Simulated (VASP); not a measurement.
# GaSb (Pm-3m) in VASP: a series of runs, part 2 of 2

VASP 6.6.1.

**4. Relaxation of cell and atoms, r2SCAN+rVV10**

This run uses another cell than the first one, of 22.10 Å³/atom, 0.980 times its volume.

The input, POSCAR:

```
GaSb
1.0
    3.5354429753      0.0000000000      0.0000000000
    0.0000000000      3.5354429753      0.0000000000
    0.0000000000      0.0000000000      3.5354429753
Ga Sb
1 1
Direct
    0.0000000000      0.0000000000      0.0000000000
    0.5000000000      0.5000000000      0.5000000000
```

The input, INCAR.step1:

```
  ALGO = Normal
  EDIFF = 1E-4
  ENCUT = 600
  GGA = PE
  ISMEAR = -1
  LASPH = True
  LCHARG = False
  LREAL = False
  LWAVE = True
  NELM = 60
  PREC = Accurate
  SIGMA = 0.03
```

The input, INCAR.step2:

```
  ALGO = Normal
  BPARAM = 11.95
  CPARAM = 0.0093
  EDIFF = 1E-6
  EDIFFG = -0.01
  ENCUT = 600
  IBRION = 2
  ISIF = 3
  ISMEAR = -1
  ISTART = 1
  IVDW_NL = 2
  LASPH = True
  LCHARG = False
  LMIXTAU = True
  LREAL = False
  LUSE_VDW = True
  LWAVE = False
  METAGGA = R2SCAN
  NELM = 60
  NSW = 100
  PREC = Accurate
  SIGMA = 0.03
```

The input, KPOINTS:

```
k-points
0
Gamma
  6 6 6
```

Potentials or basis: VASP PAW PBE potentials, release 64 (Ga_d, Sb).

The run is started by

```sh
> cat potpaw_PBE.64/Ga_d/POTCAR potpaw_PBE.64/Sb/POTCAR > POTCAR
> cp INCAR.step1 INCAR
> mpirun -np 1 vasp_std > vasp.out
> cp INCAR.step2 INCAR
> mpirun -np 1 vasp_std > vasp.out
```

OUTCAR:

```text
BPARAM = 11.95
   EDIFF = 1E-6
   EDIFFG = -0.01
   ENCUT = 600
   IBRION = 2
   ISIF = 3
   ISMEAR = -1
   ISTART = 1
   IVDW_NL = 2
   LASPH = True
   LREAL = False
   METAGGA = R2SCAN
   NELM = 60
   NSW = 100
   PREC = Accurate

 ion  position               nearest neighbor table
   1  0.000  0.000  0.000-   2 3.06   2 3.06   2 3.06   2 3.06   2 3.06   2 3.06   2 3.06   2 3.06

   2  0.500  0.500  0.500-   1 3.06   1 3.06   1 3.06   1 3.06   1 3.06   1 3.06   1 3.06   1 3.06

  LATTYP: Found a simple cubic cell.
 ALAT       =     3.5354429753

  Lattice vectors:

 A1 = (   3.5354429753,   0.0000000000,   0.0000000000)
 A2 = (   0.0000000000,   3.5354429753,   0.0000000000)
 A3 = (   0.0000000000,   0.0000000000,   3.5354429753)

Analysis of symmetry for initial positions (statically):
=====================================================================
 Subroutine PRICEL returns:
 Original cell was already a primitive cell.

 Routine SETGRP: Setting up the symmetry group for a
 simple cubic supercell.

 Subroutine GETGRP returns: Found 48 space group operations
 (whereof 48 operations were pure point group operations)
 out of a pool of 48 trial point group operations.

The static configuration has the point symmetry O_h .

[... 151 lines left out ...]
 Free energy of the ion-electron system (eV)
  ---------------------------------------------------
  ext. energy  EPLUGINS =         0.00000000
  ---------------------------------------------------
  free energy    TOTEN  =       -36.08712811 eV

  energy without entropy =      -36.08286835  energy(sigma->0) =      -36.08499823

------------------------ aborting loop because EDIFF is reached ----------------------------------------

  FORCE on cell =-STRESS in cart. coord.  units (eV):
  Direction    XX          YY          ZZ          XY          YZ          ZX
  --------------------------------------------------------------------------------------
  -------------------------------------------------------------------------------------
  Total        0.3258634      0.3258634      0.3258634      0.0000000      0.0000000     -0.0000000
  in kB       11.8144794     11.8144794     11.8144794      0.0000000      0.0000000     -0.0000000
  external PRESSURE =      11.8144794 kB  Pullay stress =       0.0000000 kB
[... 59 lines left out ...]
--------------------------------------- Ionic step        3  -------------------------------------------

 number of electron      18.0000016 magnetization

 Free energy of the ion-electron system (eV)
  ---------------------------------------------------
  ext. energy  EPLUGINS =         0.00000000
  ---------------------------------------------------
  free energy    TOTEN  =       -36.09057070 eV

  energy without entropy =      -36.08546955  energy(sigma->0) =      -36.08802013

 E-fermi :   7.2743     XC(G=0): -11.4486

 val. band max:        7.2679944084   @ k =   0.5000   0.3333   0.3333
 cond. band min:       7.2969595760   @ k =   0.5000   0.1667   0.1667
 fundamental gap:      0.0289651676
 Fermi energy:         7.2743385338

 k-point     1 :       0.0000    0.0000    0.0000
  band No.  band energies     occupation
      1      -8.0262      2.00000
      2      -8.0262      2.00000
      3      -7.9725      2.00000
      4      -7.9725      2.00000
      5      -7.9725      2.00000
      6      -5.6657      2.00000
      7       5.5683      2.00000
      8       6.6323      2.00000
      9       6.6323      2.00000
     10       6.6323      2.00000
     11      11.7214      0.00000
     12      11.7214      0.00000
     13      16.7968      0.00000
[... 331 lines left out ...]
  FREE ENERGIE OF THE ION-ELECTRON SYSTEM (eV)
  ---------------------------------------------------
  free  energy   TOTEN  =       -36.0905707010 eV

  energy  without entropy=      -36.0854695498  energy(sigma->0) =      -36.08802013

 reached required accuracy - stopping structural energy minimisation
```

OUTCAR.step1:

```text
EDIFF = 1E-4
   ENCUT = 600
   GGA = PE
   ISMEAR = -1
   LASPH = True
[... 534 lines left out ...]
      0.00000      0.00000      0.00000         0.000000      0.000000      0.000000
      1.76772      1.76772      1.76772         0.000000      0.000000      0.000000
 -----------------------------------------------------------------------------------
    total drift:                               -0.000000     -0.000000     -0.000000

  FREE ENERGIE OF THE ION-ELECTRON SYSTEM (eV)
  ---------------------------------------------------
  free  energy   TOTEN  =        -6.7675128382 eV

  energy  without entropy=       -6.7647101037  energy(sigma->0) =       -6.76611147
```

OSZICAR.step1:

```text
N       E                     dE             d eps       ncg     rms          rms(c)
DAV:   1     0.772057662098E+02    0.77206E+02   -0.95958E+03   520   0.203E+03
DAV:   2    -0.167124306670E+01   -0.78877E+02   -0.76876E+02   605   0.330E+02
DAV:   3    -0.671619423880E+01   -0.50450E+01   -0.48934E+01   625   0.700E+01
DAV:   4    -0.678994206782E+01   -0.73748E-01   -0.73730E-01   575   0.934E+00
DAV:   5    -0.679190606146E+01   -0.19640E-02   -0.19640E-02   618   0.143E+00    0.224E+00
DAV:   6    -0.677397715924E+01    0.17929E-01   -0.26320E-02   620   0.289E+00    0.121E+00
DAV:   7    -0.676773509576E+01    0.62421E-02   -0.13250E-02   605   0.140E+00    0.109E-01
DAV:   8    -0.676752865144E+01    0.20644E-03   -0.82528E-04   585   0.461E-01    0.465E-02
DAV:   9    -0.676751283821E+01    0.15813E-04   -0.42776E-05   305   0.810E-02
   1 F= -.67675128E+01 E0= -.67661115E+01  d E =-.280273E-02
```

Run time: 3.1 min. Hardware: 1 thread of Intel Xeon 6975P-C, shared host; peak memory 0.28 GiB.

What came out:

```yaml
Free_energy: -36.0906 eV
Relaxed_volume: 22.57 Å³/atom
Relaxed_cell: a = 3.561 Å, b = 3.561 Å, c = 3.561 Å, α = 90.00°, β = 90.00°, γ = 90.00°
Space_group_after_relaxing_to_0.05_Å: Pm-3m (No. 221)
Energy_gained_by_relaxing: 1.7 meV/atom
Ionic_steps: 3
Pressure_after_relaxing: 0.0 GPa
```

The path:
| step | energy change (eV) | largest force (eV/Å) | pressure (GPa) | volume (Å³) |
| --- | --- | --- | --- | --- |
| 1 | 0.0000 | 0.0000 | 1.18 | 44.19 |
| 2 | -0.0034 | 0.0000 | -0.11 | 45.24 |
| 3 | -0.0034 | 0.0000 | 0.00 | 45.14 |

Final structure:
```cif
data_structure
_symmetry_space_group_name_H-M 'P 1'
_symmetry_Int_Tables_number 1
_cell_length_a 3.5607
_cell_length_b 3.5607
_cell_length_c 3.5607
_cell_angle_alpha 90.000
_cell_angle_beta 90.000
_cell_angle_gamma 90.000
_cell_volume 45.14
loop_
_atom_site_label
_atom_site_type_symbol
_atom_site_fract_x
_atom_site_fract_y
_atom_site_fract_z
_atom_site_occupancy
Ga1 Ga 0.00000 0.00000 0.00000 1
Sb1 Sb 0.50000 0.50000 0.50000 1
```

Caveat: the bands computed are all filled at some k points, so no gap is given; the PAW data sets were made with another functional, which shifts forces and pressure a little; spin-orbit coupling is left out, which moves the levels of the heavy elements.

**5. Single point, PBEsol**

This run uses another cell than the first one, of 22.10 Å³/atom, 0.980 times its volume.

The input, INCAR:

```
SYSTEM = GaSb
PREC = Accurate
ENCUT = 500
EDIFF = 1E-6
ISMEAR = -1
SIGMA = 0.03
LREAL = .FALSE.
LASPH = .TRUE.
NELM = 120
ALGO = Normal
ISIF = 2
LWAVE = .FALSE.
LCHARG = .FALSE.
GGA = PS
NBANDS = 16
GGA_COMPAT = .FALSE.
```

The input, KPOINTS:

```
regular mesh
0
G
  6 6 6
  0 0 0
```

POSCAR is that of step 4.

Potentials or basis: VASP PAW PBE potentials, release 64 (Ga_d, Sb).

The run is started by

```sh
> cat potpaw_PBE.64/Ga_d/POTCAR potpaw_PBE.64/Sb/POTCAR > POTCAR
> mpirun -np 1 vasp_std > vasp.out
```

OUTCAR:

```text
SYSTEM = GaSb
   PREC = Accurate
   ENCUT = 500
   EDIFF = 1E-6
   ISMEAR = -1
   LREAL = .FALSE.
   LASPH = .TRUE.
   NELM = 120
   ISIF = 2
   GGA = PS

 ion  position               nearest neighbor table
   1  0.000  0.000  0.000-   2 3.06   2 3.06   2 3.06   2 3.06   2 3.06   2 3.06   2 3.06   2 3.06

   2  0.500  0.500  0.500-   1 3.06   1 3.06   1 3.06   1 3.06   1 3.06   1 3.06   1 3.06   1 3.06

  LATTYP: Found a simple cubic cell.
 ALAT       =     3.5354429753

[... 561 lines left out ...]

------------------------ aborting loop because EDIFF is reached ----------------------------------------

  FORCE on cell =-STRESS in cart. coord.  units (eV):
  Direction    XX          YY          ZZ          XY          YZ          ZX
  --------------------------------------------------------------------------------------
  -------------------------------------------------------------------------------------
  Total        0.0107181      0.0107181      0.0107181      0.0000000      0.0000000     -0.0000000
  in kB        0.3885949      0.3885949      0.3885949      0.0000000      0.0000000     -0.0000000
  external PRESSURE =       0.3885949 kB  Pullay stress =       0.0000000 kB

 VOLUME and BASIS-vectors are now :
 -----------------------------------------------------------------------------
  energy-cutoff  :      500.00
  volume of cell :       44.19
      direct lattice vectors                 reciprocal lattice vectors
     3.535442975  0.000000000  0.000000000     0.282849987  0.000000000  0.000000000
     0.000000000  3.535442975  0.000000000     0.000000000  0.282849987  0.000000000
     0.000000000  0.000000000  3.535442975     0.000000000  0.000000000  0.282849987

 POSITION                                       TOTAL-FORCE (eV/Angst)
 -----------------------------------------------------------------------------------
      0.00000      0.00000      0.00000         0.000000      0.000000      0.000000
      1.76772      1.76772      1.76772         0.000000      0.000000      0.000000
 -----------------------------------------------------------------------------------
    total drift:                               -0.000000     -0.000000     -0.000000

  FREE ENERGIE OF THE ION-ELECTRON SYSTEM (eV)
  ---------------------------------------------------
  free  energy   TOTEN  =        -7.7043908590 eV

  energy  without entropy=       -7.7017788880  energy(sigma->0) =       -7.70308487
```

It took 13 s on 1 thread of Intel Xeon 6975P-C, shared host; peak memory 0.16 GiB.

What came out:

```yaml
Free_energy: -7.7044 eV
Pressure: 0.0 GPa
Band_gap_on_the_k_mesh: zero (band 9 reaches 9.29 eV, above the bottom of band 10 at 4.95 eV)
```

Caveat: the PAW data sets were made with another functional, which shifts forces and pressure a little; spin-orbit coupling is left out, which moves the levels of the heavy elements.

**6. Relaxation of cell and atoms, PBEsol**

This run uses another cell than the first one, of 19.26 Å³/atom, 0.854 times its volume.

The input, INCAR:

```
SYSTEM = GaSb
ALGO     = Normal         ! electronic algorithm
EDIFF    = 1E-7           ! SCF threshold, eV
EDIFFG   = -0.01          ! ionic threshold
ENCUT    = 500            ! plane-wave cutoff, eV
GGA      = PS             ! functional
GGA_COMPAT= .False.      
IBRION   = 2              ! ionic algorithm
ISIF     = 3              ! what is computed and relaxed
ISMEAR   = -1             ! smearing method
LASPH    = .True.         ! aspherical terms in the spheres
LCHARG   = .False.        ! write CHGCAR
LREAL    = .False.        ! projectors in reciprocal space
LWAVE    = .False.        ! write WAVECAR
NELM     = 120            ! most SCF steps
NELMIN   = 4            
NSW      = 100            ! ionic steps
PREC     = Accurate       ! precision mode
SIGMA    = 0.03           ! smearing width, eV
```

The input, KPOINTS:

```
k-points
0
Gamma
  6 6 6
  0 0 0
```

The input, POSCAR:

```
GaSb
1.0
    3.3773743671      0.0000000000      0.0000000000
    0.0000000000      3.3773743671      0.0000000000
    0.0000000000      0.0000000000      3.3773743671
Ga Sb
1 1
Direct
    0.0000000000      0.0000000000      0.0000000000
    0.5000000000      0.5000000000      0.5000000000
```

Potentials or basis: VASP PAW PBE potentials, release 64 (Ga_d, Sb).

The run is started by

```sh
> cat potpaw_PBE.64/Ga_d/POTCAR potpaw_PBE.64/Sb/POTCAR > POTCAR
> mpirun -np 1 vasp_std > vasp.out
```

Run time: 30 s. Hardware: 1 thread of Intel Xeon 6975P-C, shared host; peak memory 0.16 GiB.

Results (log left out):

```yaml
Free_energy: -7.7031 eV
Relaxed_volume: 22.09 Å³/atom
Relaxed_cell: a = 3.535 Å, b = 3.535 Å, c = 3.535 Å, α = 90.00°, β = 90.00°, γ = 90.00°
Space_group_after_relaxing_to_0.05_Å: Pm-3m (No. 221)
Energy_gained_by_relaxing: 94.0 meV/atom
Ionic_steps: 3
Pressure_after_relaxing: 0.0 GPa
```

Step by step:
| step | energy change (eV) | largest force (eV/Å) | pressure (GPa) | volume (Å³) |
| --- | --- | --- | --- | --- |
| 1 | 0.0000 | 0.0000 | 12.21 | 38.52 |
| 2 | -0.1519 | 0.0000 | -3.19 | 47.30 |
| 3 | -0.1881 | 0.0000 | 0.00 | 44.18 |

Final structure:
```
CELL_PARAMETERS angstrom
3.53503 0.00000 0.00000
0.00000 3.53503 0.00000
0.00000 0.00000 3.53503
ATOMIC_POSITIONS crystal
Ga 0.00000 0.00000 0.00000
Sb 0.50000 0.50000 0.50000
```

Levels at points of the mesh, in eV from the Fermi level:
| k point | band 7 | band 8 | band 9 | band 10 | band 11 | band 12 |
| --- | --- | --- | --- | --- | --- | --- |
| (0.00, 0.00, 0.00) | -1.73 | -0.52 | -0.52 | -0.52 | 4.12 | 4.12 |
| (0.50, 0.00, 0.00) | -8.11 | 1.86 | 1.86 | 2.69 | 3.09 | 3.86 |
| (0.50, 0.50, 0.00) | -5.03 | -5.02 | -5.02 | 3.07 | 5.45 | 6.43 |
| (0.50, 0.50, 0.50) | -3.17 | -2.48 | -2.48 | -2.48 | -0.72 | -0.72 |

Caveat: the bands computed are all filled at some k points, so no gap is given; the PAW data sets were made with another functional, which shifts forces and pressure a little; spin-orbit coupling is left out, which moves the levels of the heavy elements.

**7. Summary**

```tsv
task	level	cell	k mesh	cutoff (eV)	gap on the mesh (eV)	pressure (GPa)	relaxed volume (Å³/atom)
single point	r2SCAN+rVV10	a = 3.559 Å, 2 atoms	6 × 6 × 6	520	none	0.1	-
single point	r2SCAN+rVV10	a = 3.559 Å, 2 atoms	8 × 8 × 8	520	none	0.6	-
relaxation of cell and atoms	r2SCAN+rVV10	relaxed from a = 3.535 Å, 2 atoms	6 × 6 × 6	600	-	0.0	22.57
single point	PBEsol	a = 3.535 Å, 2 atoms	6 × 6 × 6	500	none	0.0	-
relaxation of cell and atoms	PBEsol	relaxed from a = 3.377 Å, 2 atoms	6 × 6 × 6	500	-	0.0	22.09
```

Alike in all rows: potentials or basis VASP PAW PBE potentials, release 64 (Ga_d, Sb); no spin polarisation; smearing fermi-dirac 0.03 eV.

Caveats: the PAW data sets were made with another functional, which shifts forces and pressure a little; spin-orbit coupling is left out, which moves the levels of the heavy elements; the bands computed are all filled at some k points, so no gap is given (some runs).

Total energies depend on the potentials used, so only differences within one code and one set of settings carry meaning.
